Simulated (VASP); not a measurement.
# SiNi (P2_1/m) in VASP: single point with PBEsol

Aim: the single point of SiNi with PBEsol.

Program: VASP 6.6.1. These are calculated values, not measurements. Logs are shortened: lines on timing, memory, paths and dates and some standing lists are left out, and cuts for length are marked.

**1. The cell of the first run**

It takes space group P2_1/m (No. 11, monoclinic). Conventional cell: a = 5.088 Å, b = 3.358 Å, c = 11.241 Å, α = 90.00°, β = 100.43°, γ = 90.00°. Si (site symmetry m) has 6 Ni at 2.26 to 2.38 Å and 2 Si at 2.65 Å within 3.0 Å. Within 3.0 Å of Si (site symmetry m) lie 6 Ni at 2.26 to 2.38 Å and 2 Si at 2.65 Å. Within 2.6 Å of Si (site symmetry m) lie 2 Si at 1.94 Å and 6 Ni at 2.04 to 2.50 Å. Within 3.0 Å of Si (site symmetry m) lie 6 Ni at 2.26 to 2.38 Å and 2 Si at 2.65 Å. Ni (site symmetry m) has 6 Si at 2.26 to 2.50 Å and 4 Ni at 2.64 to 2.67 Å within 3.0 Å. Within 3.0 Å of Ni (site symmetry m) lie 6 Si at 2.26 to 2.38 Å and 4 Ni at 2.64 to 2.67 Å. Within 2.7 Å of Ni (site symmetry m) lie 6 Si at 2.04 to 2.38 Å and 2 Ni at 2.64 Å. Ni (site symmetry m) has 6 Si at 2.26 to 2.38 Å and 4 Ni at 2.64 to 2.67 Å within 3.0 Å.

**2. Single point, PBEsol (the part above a cut slid along it)**

File INCAR:

```
SYSTEM = SiNi
ALGO = Fast ; EDIFF = 1E-6
ENCUT = 520 ; GGA = PS
ISIF = 2 ; ISMEAR = 0
LASPH = .True. ; LCHARG = .False.
LREAL = Auto ; LWAVE = .False.
NBANDS = 70 ; NELM = 80
PREC = Accurate ; SIGMA = 0.15
```

File KPOINTS:

```
k-points
0
Gamma
  8 12 4
  0 0 0
```

File POSCAR:

```
SiNi
1.0
   -5.0878282958      0.0000000000      0.0000000000
    0.0000000000     -3.3577714519      0.0000000000
   -2.0351313183      0.0000000000     11.0556604556
Si Ni
8 8
Direct
    0.3612612394      0.2500000000      0.7932777411
    0.5612612394      0.2500000000      0.2932777411
    0.8041165678      0.7500000000      0.0432777411
    0.6041165678      0.7500000000      0.5432777411
   -0.2041165678      0.2500000000      0.9567222589
   -0.0041165678      0.2500000000      0.4567222589
    0.2387387606      0.7500000000      0.2067222589
    0.0387387606      0.7500000000      0.7067222589
    0.6532219954      0.7500000000      0.8436931839
    0.8532219954      0.7500000000      0.3436931839
    0.4718234574      0.2500000000      0.0936931839
    0.2718234574      0.2500000000      0.5936931839
    0.1281765426      0.7500000000      0.9063068161
    0.3281765426      0.7500000000      0.4063068161
   -0.0532219954      0.2500000000      0.1563068161
   -0.2532219954      0.2500000000      0.6563068161
```

Potentials or basis: VASP PAW PBE potentials, release 64 (Si, Ni).

Started as:

```
> cat potpaw_PBE.64/Si/POTCAR potpaw_PBE.64/Ni/POTCAR > POTCAR
> mpirun -np 1 vasp_std > vasp.out
```

OUTCAR:

```text
SYSTEM = SiNi
   EDIFF = 1E-6
   ENCUT = 520
   GGA = PS
   ISIF = 2
   ISMEAR = 0
   LASPH = .True.
   LREAL = Auto
   NELM = 80
   PREC = Accurate

 ion  position               nearest neighbor table
   1  0.361  0.250  0.793-  16 2.26  13 2.30  13 2.30  12 2.37   9 2.38   9 2.38   8 2.65   8 2.65
                             5 3.12   5 3.12
   2  0.561  0.250  0.293-  15 2.26  14 2.30  14 2.30  11 2.37  10 2.38  10 2.38   7 2.65   7 2.65
                             6 3.12   6 3.12
   3  0.804  0.750  0.043-   5 1.94   5 1.94  13 2.04  15 2.30  15 2.30  11 2.38  11 2.38   9 2.50
                             7 3.12   7 3.12
   4  0.604  0.750  0.543-  14 2.26  16 2.30  16 2.30  10 2.37  12 2.38  12 2.38   6 2.65   6 2.65
                             8 3.12   8 3.12
   5  0.796  0.250  0.957-   3 1.94   3 1.94  11 2.04   9 2.30   9 2.30  13 2.38  13 2.38  15 2.50
                             1 3.12   1 3.12
   6  0.996  0.250  0.457-  12 2.26  10 2.30  10 2.30  16 2.37  14 2.38  14 2.38   4 2.65   4 2.65
                             2 3.12   2 3.12
   7  0.239  0.750  0.207-  10 2.26  11 2.30  11 2.30  14 2.37  15 2.38  15 2.38   2 2.65   2 2.65
                             3 3.12   3 3.12
   8  0.039  0.750  0.707-   9 2.26  12 2.30  12 2.30  13 2.37  16 2.38  16 2.38   1 2.65   1 2.65
                             4 3.12   4 3.12
   9  0.653  0.750  0.844-   8 2.26   5 2.30   5 2.30   1 2.38   1 2.38   3 2.50  13 2.64  13 2.64
                            16 2.67  16 2.67
  10  0.853  0.750  0.344-   7 2.26   6 2.30   6 2.30   4 2.37   2 2.38   2 2.38  14 2.64  14 2.64
                            15 2.67  15 2.67
  11  0.472  0.250  0.094-   5 2.04   7 2.30   7 2.30   2 2.37   3 2.38   3 2.38  15 2.64  15 2.64

  12  0.272  0.250  0.594-   6 2.26   8 2.30   8 2.30   1 2.37   4 2.38   4 2.38  16 2.64  16 2.64
                            14 2.67  14 2.67
  13  0.128  0.750  0.906-   3 2.04   1 2.30   1 2.30   8 2.37   5 2.38   5 2.38   9 2.64   9 2.64

  14  0.328  0.750  0.406-   4 2.26   2 2.30   2 2.30   7 2.37   6 2.38   6 2.38  10 2.64  10 2.64
                            12 2.67  12 2.67
  15  0.947  0.250  0.156-   2 2.26   3 2.30   3 2.30   7 2.38   7 2.38   5 2.50  11 2.64  11 2.64
                            10 2.67  10 2.67
  16  0.747  0.250  0.656-   1 2.26   4 2.30   4 2.30   6 2.37   8 2.38   8 2.38  12 2.64  12 2.64
                             9 2.67   9 2.67

  LATTYP: Found a simple monoclinic cell.
 ALAT       =     5.0878282958
 B/A-ratio  =     0.6599616293
 C/A-ratio  =     2.2094719586
 COS(beta)  =    -0.1810387312

  Lattice vectors:

 A1 = (  -5.0878282958,   0.0000000000,   0.0000000000)
 A2 = (   0.0000000000,   3.3577714519,   0.0000000000)
 A3 = (   2.0351313183,   0.0000000000, -11.0556604556)

Analysis of symmetry for initial positions (statically):
=====================================================================
 Subroutine PRICEL returns:
 Original cell was already a primitive cell.

 Routine SETGRP: Setting up the symmetry group for a
 simple monoclinic supercell.

 Subroutine GETGRP returns: Found  4 space group operations
 (whereof  1 operations were pure point group operations)
 out of a pool of  4 trial point group operations.

The static configuration has the point symmetry C_1 .
 The point group associated with its full space group is C_2h.

Analysis of symmetry for dynamics (positions and initial velocities):
=====================================================================
 Subroutine PRICEL returns:
 Original cell was already a primitive cell.

 Routine SETGRP: Setting up the symmetry group for a
 simple monoclinic supercell.

 Subroutine GETGRP returns: Found  4 space group operations
 (whereof  1 operations were pure point group operations)
 out of a pool of  4 trial point group operations.

The dynamic configuration has the point symmetry C_1 .
 The point group associated with its full space group is C_2h.

 Subroutine INISYM returns: Found  4 space group operations
 (whereof  1 operations are pure point group operations),
 and found     1 'primitive' translations

----------------------------------------------------------------------------------------

                                     Primitive cell

  volume of cell :     188.8723

  direct lattice vectors                    reciprocal lattice vectors
    -5.087828296  0.000000000  0.000000000    -0.196547513  0.000000000 -0.036180561
     0.000000000 -3.357771452  0.000000000     0.000000000 -0.297816577  0.000000000
    -2.035131318  0.000000000 11.055660456     0.000000000  0.000000000  0.090451403

  length of vectors
     5.087828296  3.357771452 11.241413950     0.199849839  0.297816577  0.090451403

  position of ions in fractional coordinates (direct lattice)
     0.361261239  0.250000000  0.793277741
     0.561261239  0.250000000  0.293277741
     0.804116568  0.750000000  0.043277741
     0.604116568  0.750000000  0.543277741
     0.795883432  0.250000000  0.956722259
     0.995883432  0.250000000  0.456722259
[... 8 lines left out ...]
     0.946778005  0.250000000  0.156306816
     0.746778005  0.250000000  0.656306816

  ion indices of the primitive-cell ions
   primitive index   ion index
                 1           1
                 2           2
                 3           3
                 4           4
                 5           5
                 6           6
[... 8 lines left out ...]
                15          15
                16          16

----------------------------------------------------------------------------------------

 KPOINTS: k-points

Automatic generation of k-mesh.
 Grid dimensions read from file:
 generate k-points for:    8   12    4

 Generating k-lattice:

  Cartesian coordinates                     Fractional coordinates (reciprocal lattice)
    -0.024568439  0.000000000 -0.004522570     0.125000000  0.000000000 -0.000000000
     0.000000000 -0.024818048  0.000000000     0.000000000  0.083333333  0.000000000
     0.000000000  0.000000000  0.022612851     0.000000000  0.000000000  0.250000000

  Length of vectors
     0.024981230  0.024818048  0.022612851

  Shift w.r.t. Gamma in fractional coordinates (k-lattice)
     0.000000000  0.000000000  0.000000000

 Subroutine IBZKPT returns following result:
 ===========================================

 Found    126 irreducible k-points:

 Following reciprocal coordinates:
            Coordinates               Weight
  0.000000  0.000000  0.000000      1.000000
  0.125000  0.000000  0.000000      2.000000
  0.250000  0.000000  0.000000      2.000000
  0.375000  0.000000  0.000000      2.000000
  0.500000  0.000000  0.000000      1.000000
  0.000000  0.083333  0.000000      2.000000
[... 16 lines left out ...]
  0.250000  0.333333  0.000000      4.000000
  0.375000  0.333333  0.000000      4.000000
 [... further k-points ...]
   k-points           NKPTS =    126   k-points in BZ     NKDIM =    126   number of bands    NBANDS=     70
   number of dos      NEDOS =    301   number of ions     NIONS =     16
   total plane-waves  NPLWV =  94080
   dimension x,y,z NGX =    40 NGY =   28 NGZ =   84
   dimension x,y,z NGXF=    80 NGYF=   56 NGZF=  168
   ions per type =               8   8
   NGX,Y,Z   is equivalent  to a cutoff of  13.07, 13.86, 12.42 a.u.
   NGXF,Y,Z  is equivalent  to a cutoff of  26.14, 27.73, 24.85 a.u.
 SYSTEM =  SiNi
   PREC   = accura    normal or accurate (medium, high low for compatibility)
   ISTART =      0    job   : 0-new  1-cont  2-samecut
   ICHARG =      2    charge: 1-file 2-atom 10-const
   ISPIN  =      1    spin polarized calculation?
   LNONCOLLINEAR =      F non collinear calculations
   LSORBIT =      F    spin-orbit coupling
   LASPH  =      T    aspherical Exc in radial PAW
   ENCUT  =  520.0 eV  38.22 Ry    6.18 a.u.   9.46  6.24 20.90*2*pi/ulx,y,z
   NELM   =     80;   NELMIN=  2; NELMDL= -5     # of ELM steps
   EDIFF  = 0.1E-05   stopping-criterion for ELM
   LREAL  =      T    real-space projection
   EDIFFG = 0.1E-04   stopping-criterion for IOM
   NSW    =      0    number of steps for IOM
   IBRION =     -1    ionic relax: 0-MD 1-quasi-New 2-CG
   NFREE  =      0    steps in history (QN), initial steepest desc. (CG)
   ISIF   =      2    stress and relaxation
   ISYM   =      2    0-nonsym 1-usesym 2-fastsym
   POTIM  = 0.5000    time-step for ionic-motion
   TEBEG  =    0.0;   TEEND  =   0.0 temperature during run
   PSTRESS=    0.0 pullay stress
   NELECT =     112.0000    total number of electrons
   NUPDOWN=      -1.0000    fix difference up-down
   EMIN   =  10.00;   EMAX   =-10.00  energy-range for DOS
   EFERMI =   0.00;   METHOD = LEGACY
   ISMEAR =     0;   SIGMA  =   0.15  broadening in eV -4-tet -1-fermi 0-gaus
   EFERMI_NEDOS =   21; number of points for ismear=-14 and -15
   IALGO  =     68    algorithm
   IMIX   =      4    mixing-type and parameters
     AMIX     =   0.40;   BMIX     =  1.00
     AMIX_MAG =   1.60;   BMIX_MAG =  1.00
  volume/ion in A,a.u.               =      11.80        79.66
  Fermi-wavevector in a.u.,A,eV,Ry     =   1.375386  2.599104 25.737977  1.891688
  Thomas-Fermi vector in A             =   2.500727
   LORBIT       =      0    0 simple, 1 ext, 2 COOP (PROOUT), +10 PAW based schemes
   GGA     = PS    functional components
   LHFCALC =     F    Hartree Fock is set to
   AEXX    =    0.0000 exact exchange contribution
   IVDW    =     0    specifies the selected vdW correction
   LEPSILON=     F    determine dielectric tensor
   LRPA    =     F    only Hartree local field effects (RPA)
 non-spin polarized calculation
 RMM-DIIS sequential band-by-band and
 Gauss-broadening in eV      SIGMA  =   0.15
  energy-cutoff  :      520.00
  volume of cell :      188.87
 maximum number of plane-waves:      5113
 NGX is ok and might be reduce to    40
   NGX = 19   NGY = 13   NGZ = 41

 number of electron     112.0000036 magnetization

 Free energy of the ion-electron system (eV)
  ---------------------------------------------------
  ext. energy  EPLUGINS =         0.00000000
  ---------------------------------------------------
  free energy    TOTEN  =       -98.83302269 eV

  energy without entropy =      -98.76799066  energy(sigma->0) =      -98.80050667

 E-fermi :  10.6475     XC(G=0): -12.3975

 val. band max:       10.6474736245   @ k =   0.5000   0.1667   0.2500
 cond. band min:      10.6484799638   @ k =  -0.1250   0.1667   0.2500
 fundamental gap:      0.0010063393
 Fermi energy:        10.6475451733

 k-point     1 :       0.0000    0.0000    0.0000
  band No.  band energies     occupation
      1      -3.5762      2.00000
      2      -2.0318      2.00000
      3      -1.4236      2.00000
      4       0.4377      2.00000
      5       2.0992      2.00000
      6       2.9273      2.00000
[... 60 lines left out ...]
     67      14.8412      0.00000
     68      15.0372      0.00000

 k-point     2 :       0.1250    0.0000    0.0000
  band No.  band energies     occupation
      1      -3.5387      2.00000
      2      -1.9727      2.00000
      3      -1.3270      2.00000
      4       0.3462      2.00000
      5       2.1526      2.00000
      6       2.2281      2.00000
[... 60 lines left out ...]
     67      14.8626      0.00000
     68      14.9591      0.00000

 k-point     3 :       0.2500    0.0000    0.0000
  band No.  band energies     occupation
      1      -3.4433      2.00000
      2      -1.7867      2.00000
      3      -1.0576      2.00000
      4       0.0481      2.00000
      5       1.4452      2.00000
      6       1.7865      2.00000
[... 1480 lines left out ...]
     67      13.9710      0.00000
     68      14.3584      0.00000

 k-point    24 :       0.3750    0.3333    0.0000
  band No.  band energies     occupation
      1      -2.0277      2.00000
      2      -0.1257      2.00000
      3       0.5738      2.00000
      4       0.7868      2.00000
      5       1.5408      2.00000
      6       2.0221      2.00000
[... 60 lines left out ...]
     67      14.3079      0.00000
     68      14.6084      0.00000

 [... further k-points ...]

 [bands above 68 left out]

------------------------ aborting loop because EDIFF is reached ----------------------------------------

  FORCE on cell =-STRESS in cart. coord.  units (eV):
  Direction    XX          YY          ZZ          XY          YZ          ZX
  --------------------------------------------------------------------------------------
  -------------------------------------------------------------------------------------
  Total        4.8614170     25.4531992     13.7927316      0.0000000      0.0000000      4.3128939
  in kB       41.2387208    215.9159317    117.0018143      0.0000000      0.0000000     36.5856758
  external PRESSURE =     124.7188222 kB  Pullay stress =       0.0000000 kB

 VOLUME and BASIS-vectors are now :
 -----------------------------------------------------------------------------
  energy-cutoff  :      520.00
  volume of cell :      188.87
      direct lattice vectors                 reciprocal lattice vectors
    -5.087828296  0.000000000  0.000000000    -0.196547513  0.000000000 -0.036180561
     0.000000000 -3.357771452  0.000000000     0.000000000 -0.297816577  0.000000000
    -2.035131318  0.000000000 11.055660456     0.000000000  0.000000000  0.090451403

 POSITION                                       TOTAL-FORCE (eV/Angst)
 -----------------------------------------------------------------------------------
     -3.45246     -0.83944      8.77021        -0.197789     -0.000000      0.194423
     -3.45246     -0.83944      3.24238        -0.126685     -0.000000      0.165475
     -4.17928     -2.51833      0.47846         0.965698      0.000000      9.180283
     -4.17928     -2.51833      6.00629        -0.030072     -0.000000     -0.027300
     -5.99637     -0.83944     10.57720        -0.965698     -0.000000     -9.180283
     -5.99637     -0.83944      5.04937         0.030072     -0.000000      0.027300
[... 8 lines left out ...]
     -5.13515     -0.83944      1.72808        -0.150257     -0.000000      0.177372
     -5.13515     -0.83944      7.25591        -0.055848     -0.000000     -0.050589
 -----------------------------------------------------------------------------------
    total drift:                               -0.000000      0.000000      0.000000

  FREE ENERGIE OF THE ION-ELECTRON SYSTEM (eV)
  ---------------------------------------------------
  free  energy   TOTEN  =       -98.8330226853 eV

  energy  without entropy=      -98.7679906563  energy(sigma->0) =      -98.80050667
```

It took 40 min on 1 thread of Oxide Virtual Turin-like, shared host; peak memory 0.95 GiB.

Results:

| Property | Result |
| --- | --- |
| Free energy | -98.8330 eV |
| Pressure | 12.5 GPa |
| Largest force | 9.231 eV/Å |
| Band gap on the k mesh | zero (bands 56 and 57 overlap by 1.68 eV) |

Forces on the atoms (eV/Å):
```
Si  -0.198  0.000  0.194
Si  -0.127  0.000  0.165
Si   0.966  0.000  9.180
Si  -0.030  0.000 -0.027
Si  -0.966  0.000 -9.180
Si   0.030  0.000  0.027
Si   0.198  0.000 -0.194
Si   0.127  0.000 -0.165
Ni   0.150  0.000 -0.177
Ni   0.056  0.000  0.051
Ni   1.512  0.000  2.005
Ni  -0.029  0.000  0.087
Ni  -1.512  0.000 -2.005
Ni   0.029  0.000 -0.087
Ni  -0.150  0.000  0.177
Ni  -0.056  0.000 -0.051
```

Caveat: the cell differs from its parent crystal (the part above a cut slid along it); the stress differs along the axes, from 4 to 22 GPa; the PAW data sets were made with another functional, which shifts forces and pressure a little.
